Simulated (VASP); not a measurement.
# Tl (Pm-3m) in VASP: a series of runs, part 2 of 2

VASP 6.6.1.

## 3. Single point, PBE

INCAR reads:

```
SYSTEM = Tl
PREC = Accurate
ENCUT = 520
EDIFF = 1E-6
ISMEAR = -1
SIGMA = 0.05
LREAL = .FALSE.
LASPH = .TRUE.
NELM = 80
ALGO = Normal
ISIF = 2
LWAVE = .FALSE.
LCHARG = .TRUE.
GGA = PE
LELF = .TRUE.
LVHAR = .TRUE.
NBANDS = 12
```

KPOINTS reads:

```
regular mesh
0
G
  13 13 13
  0 0 0
```

POSCAR reads:

```
Tl
1.0
    3.2511714794      0.0000000000      0.0000000000
    0.0000000000      3.2511714794      0.0000000000
    0.0000000000      0.0000000000      3.2511714794
Tl
1
Direct
    0.0000000000      0.0000000000      0.0000000000
```

Potentials or basis: VASP PAW PBE potentials, release 64 (Tl_d).

Launch:

```
> cat potpaw_PBE.64/Tl_d/POTCAR > POTCAR
> mpirun -np 1 vasp_std > vasp.out
```

OUTCAR:

```text
SYSTEM = Tl
   PREC = Accurate
   ENCUT = 520
   EDIFF = 1E-6
   ISMEAR = -1
   LREAL = .FALSE.
   LASPH = .TRUE.
   NELM = 80
   ISIF = 2
   GGA = PE

 ion  position               nearest neighbor table
   1  0.000  0.000  0.000-

  LATTYP: Found a simple cubic cell.
 ALAT       =     3.2511714794

  Lattice vectors:

 A1 = (   3.2511714794,   0.0000000000,   0.0000000000)
 A2 = (   0.0000000000,   3.2511714794,   0.0000000000)
 A3 = (   0.0000000000,   0.0000000000,   3.2511714794)

Analysis of symmetry for initial positions (statically):
=====================================================================
 Subroutine PRICEL returns:
 Original cell was already a primitive cell.

 Routine SETGRP: Setting up the symmetry group for a
 simple cubic supercell.

 Subroutine GETGRP returns: Found 48 space group operations
 (whereof 48 operations were pure point group operations)
 out of a pool of 48 trial point group operations.

The static configuration has the point symmetry O_h .

Analysis of symmetry for dynamics (positions and initial velocities):
=====================================================================
 Subroutine PRICEL returns:
 Original cell was already a primitive cell.

 Routine SETGRP: Setting up the symmetry group for a
 simple cubic supercell.

 Subroutine GETGRP returns: Found 48 space group operations
 (whereof 48 operations were pure point group operations)
 out of a pool of 48 trial point group operations.

The dynamic configuration has the point symmetry O_h .

 Subroutine INISYM returns: Found 48 space group operations
 (whereof 48 operations are pure point group operations),
 and found     1 'primitive' translations

----------------------------------------------------------------------------------------

                                     Primitive cell

[... 105 lines left out ...]
   IALGO  =     38    algorithm
   IMIX   =      4    mixing-type and parameters
     AMIX     =   0.40;   BMIX     =  1.00
     AMIX_MAG =   1.60;   BMIX_MAG =  1.00
  volume/ion in A,a.u.               =      34.37       231.91
  Fermi-wavevector in a.u.,A,eV,Ry     =   1.183994  2.237424 19.073207  1.401841
  Thomas-Fermi vector in A             =   2.320217
   LORBIT       =      0    0 simple, 1 ext, 2 COOP (PROOUT), +10 PAW based schemes
   GGA     = PE    functional components
   LHFCALC =     F    Hartree Fock is set to
   AEXX    =    0.0000 exact exchange contribution
   IVDW    =     0    specifies the selected vdW correction
   LEPSILON=     F    determine dielectric tensor
   LRPA    =     F    only Hartree local field effects (RPA)
 non-spin polarized calculation
  energy-cutoff  :      520.00
  volume of cell :       34.37
 maximum number of plane-waves:       942
   NGX = 13   NGY = 13   NGZ = 13

 number of electron      12.9999998 magnetization

 Free energy of the ion-electron system (eV)
  ---------------------------------------------------
  ext. energy  EPLUGINS =         0.00000000
  ---------------------------------------------------
  free energy    TOTEN  =        -2.09098099 eV

  energy without entropy =       -2.08401362  energy(sigma->0) =       -2.08749731

 E-fermi :   4.9608     XC(G=0):  -9.2179

 val. band max:        4.9428973308   @ k =   0.4615   0.4615   0.1538
 cond. band min:       4.9835998609   @ k =   0.3077   0.0769   0.0769
 fundamental gap:      0.0407025301
 Fermi energy:         4.9608491107

 k-point     1 :       0.0000    0.0000    0.0000
  band No.  band energies     occupation
      1      -7.2109      2.00000
      2      -7.2109      2.00000
      3      -6.3445      2.00000
      4      -6.3445      2.00000
      5      -6.3445      2.00000
      6      -4.3843      2.00000
      7      11.3443      0.00000
      8      11.3443      0.00000
      9      11.3443      0.00000
     10      13.9774      0.00000
     11      15.6945      0.00000
     12      15.6945      0.00000
[... 331 lines left out ...]
 k-point    24 :       0.3846    0.3077    0.0000
  band No.  band energies     occupation
      1      -6.9775      2.00000
      2      -6.8168      2.00000
      3      -6.5386      2.00000
      4      -6.4865      2.00000
      5      -6.3842      2.00000
      6      -0.9537      2.00000
      7       4.6468      1.99626
      8       6.7615      0.00000
      9      12.0733      0.00000
     10      15.0734      0.00000
     11      17.1556      0.00000
     12      19.3124      0.00000

 [... further k-points ...]
[... 5 lines left out ...]
  --------------------------------------------------------------------------------------
  -------------------------------------------------------------------------------------
  Total       -0.0112186     -0.0112186     -0.0112186      0.0000000      0.0000000     -0.0000000
  in kB       -0.5230335     -0.5230335     -0.5230335      0.0000000      0.0000000     -0.0000000
  external PRESSURE =      -0.5230335 kB  Pullay stress =       0.0000000 kB

 VOLUME and BASIS-vectors are now :
 -----------------------------------------------------------------------------
  energy-cutoff  :      520.00
  volume of cell :       34.37
      direct lattice vectors                 reciprocal lattice vectors
     3.251171479  0.000000000  0.000000000     0.307581438  0.000000000  0.000000000
     0.000000000  3.251171479  0.000000000     0.000000000  0.307581438  0.000000000
     0.000000000  0.000000000  3.251171479     0.000000000  0.000000000  0.307581438

 POSITION                                       TOTAL-FORCE (eV/Angst)
 -----------------------------------------------------------------------------------
      0.00000      0.00000      0.00000         0.000000      0.000000      0.000000
 -----------------------------------------------------------------------------------
    total drift:                                0.000000     -0.000000      0.000000

  FREE ENERGIE OF THE ION-ELECTRON SYSTEM (eV)
  ---------------------------------------------------
  free  energy   TOTEN  =        -2.0909809926 eV

  energy  without entropy=       -2.0840136177  energy(sigma->0) =       -2.08749731
```

OSZICAR:

```text
N       E                     dE             d eps       ncg     rms          rms(c)
DAV:   1     0.491608820462E+02    0.49161E+02   -0.65608E+03  2136   0.919E+02
DAV:   2    -0.150611893786E+01   -0.50667E+02   -0.49778E+02  2252   0.203E+02
DAV:   3    -0.210552967629E+01   -0.59941E+00   -0.59855E+00  2384   0.203E+01
DAV:   4    -0.210895926081E+01   -0.34296E-02   -0.34293E-02  2284   0.173E+00
DAV:   5    -0.210901072160E+01   -0.51461E-04   -0.51460E-04  2364   0.205E-01    0.167E+00
DAV:   6    -0.209304518312E+01    0.15966E-01   -0.29465E-02  2264   0.156E+00    0.120E+00
DAV:   7    -0.209097687602E+01    0.20683E-02   -0.10185E-02  2276   0.913E-01    0.515E-01
DAV:   8    -0.209097375638E+01    0.31196E-05   -0.54279E-04  2308   0.194E-01    0.272E-02
DAV:   9    -0.209097767206E+01   -0.39157E-05   -0.71845E-06  2272   0.236E-02    0.963E-03
DAV:  10    -0.209098095732E+01   -0.32853E-05   -0.28013E-06  2248   0.129E-02    0.489E-04
DAV:  11    -0.209098099263E+01   -0.35302E-07   -0.46812E-08  1116   0.142E-03
   1 F= -.20909810E+01 E0= -.20874973E+01  d E =-.696737E-02
```

stdout:

```text
POSCAR found type information on POSCAR Tl
 POSCAR found :  1 types and       1 ions
 scaLAPACK will be used
 LDA part: xc-table for (Slater+PW92), standard interpolation
 POSCAR, INCAR and KPOINTS ok, starting setup
 FFT: planning ... GRIDC
 FFT: planning ... GRID_SOFT
 FFT: planning ... GRID
 WAVECAR not read
 entering main loop
```

It took 6.6 s on 1 thread of Intel Xeon 6975P-C (Granite Rapids), shared host; peak memory 0.15 GiB.

Results:

```
Free energy : -2.0910 eV
Pressure    : -0.1 GPa
```

Levels at points of the mesh, in eV from the Fermi level:
| k point | band 2 | band 3 | band 4 | band 5 | band 6 | band 7 | band 8 | band 9 | band 10 | band 11 |
| --- | --- | --- | --- | --- | --- | --- | --- | --- | --- | --- |
| (0.00, 0.00, 0.00) | -12.17 | -11.31 | -11.31 | -11.31 | -9.35 | 6.38 | 6.38 | 6.38 | 9.02 | 10.73 |

Caveat: spin-orbit coupling is left out, which moves the levels of the heavy elements.

## 4. Relaxation of cell and atoms, PBE

This run uses another cell than the first one, of 34.01 Å³/atom, 0.990 times its volume.

INCAR reads:

```
PREC = Accurate ; ENCUT = 600
EDIFF = 1E-7 ; ISMEAR = -1
SIGMA = 0.05 ; LREAL = F
LASPH = T ; NELM = 100
ALGO = Normal ; ISIF = 3
LWAVE = F ; LCHARG = F
GGA = PE ; IBRION = 2
NSW = 60 ; EDIFFG = -0.005
```

KPOINTS reads:

```
Automatic mesh
0
Gamma
  13 13 13
```

POSCAR reads:

```
Tl
1.0
    3.2399382704      0.0000000000      0.0000000000
    0.0000000000      3.2399382704      0.0000000000
    0.0000000000      0.0000000000      3.2399382704
Tl
1
Direct
    0.0000000000      0.0000000000      0.0000000000
```

Launch:

```
> cat potpaw_PBE.64/Tl_d/POTCAR > POTCAR
> mpirun -np 1 vasp_std > vasp.out
```

Run time: 22 s. Hardware: 1 thread of Intel Xeon 6975P-C (Granite Rapids), shared host; peak memory 0.19 GiB.

It converged, with:

| Item | Value |
| --- | --- |
| Free energy | -2.0909 eV |
| Relaxed volume | 34.38 Å³/atom |
| Relaxed cell | a = 3.252 Å, b = 3.252 Å, c = 3.252 Å, α = 90.00°, β = 90.00°, γ = 90.00° |
| Space group after relaxing (to 0.05 Å) | Pm-3m (No. 221) |
| Energy gained by relaxing | 0.3 meV/atom |
| Ionic steps | 3 |
| Pressure after relaxing | 0.0 GPa |

Step by step:
```tsv
step	energy change (eV)	largest force (eV/Å)	pressure (GPa)	volume (Å³)
1	0.0000	0.0000	0.24	34.01
2	-0.0002	0.0000	0.07	34.26
3	-0.0003	0.0000	-0.01	34.38
```

Final structure:
```
CELL_PARAMETERS angstrom
3.25170 0.00000 0.00000
0.00000 3.25170 0.00000
0.00000 0.00000 3.25170
ATOMIC_POSITIONS crystal
Tl 0.00000 0.00000 0.00000
```

Levels at points of the mesh, in eV from the Fermi level:
| k point | band 3 | band 4 | band 5 | band 6 | band 7 | band 8 | band 9 | band 10 |
| --- | --- | --- | --- | --- | --- | --- | --- | --- |
| (0.00, 0.00, 0.00) | -11.31 | -11.31 | -11.31 | -9.34 | 6.38 | 6.38 | 6.38 | 9.01 |

Caveat: spin-orbit coupling is left out, which moves the levels of the heavy elements.
